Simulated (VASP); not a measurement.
A run of VASP 6.6.1 is set up as follows.

Contents of INCAR:

```
  ALGO = Normal
  EDIFF = 1E-7
  ENCUT = 520
  GGA = PS
  ISIF = 2
  ISMEAR = 0
  LASPH = T
  LCHARG = F
  LREAL = F
  LWAVE = F
  NBANDS = 11
  NELM = 60
  PREC = Accurate
  SIGMA = 0.15
```

File KPOINTS:

```
k-points
0
Gamma
  14 14 14
```

POSCAR

```
Ca
1.0
    0.0000000000      2.5706640000      2.7942000000
    2.5706640000      0.0000000000      2.7942000000
    2.5706640000      2.5706640000      0.0000000000
Ca
1
Direct
    0.0000000000      0.0000000000      0.0000000000
```

Potentials or basis: VASP PAW PBE potentials, release 64 (Ca_sv).

Run with:

```sh
$ cat potpaw_PBE.64/Ca_sv/POTCAR > POTCAR
$ mpirun -np 1 vasp_std > vasp.out
```

Task: What does it give for the pressure?

Result: 2.0 GPa.

Task: What does it give for the band gap on the k mesh?

Result: Zero (bands 5 and 6 overlap by 0.16 eV).

Stress tensor (GPa, compression positive):
```
2.28 0.00 0.00
0.00 2.28 0.00
0.00 0.00 1.29
```

Caveat: the cell differs from its parent crystal (strain -0.080 along x and y, +0.000 along z); the PAW data sets were made with another functional, which shifts forces and pressure a little.
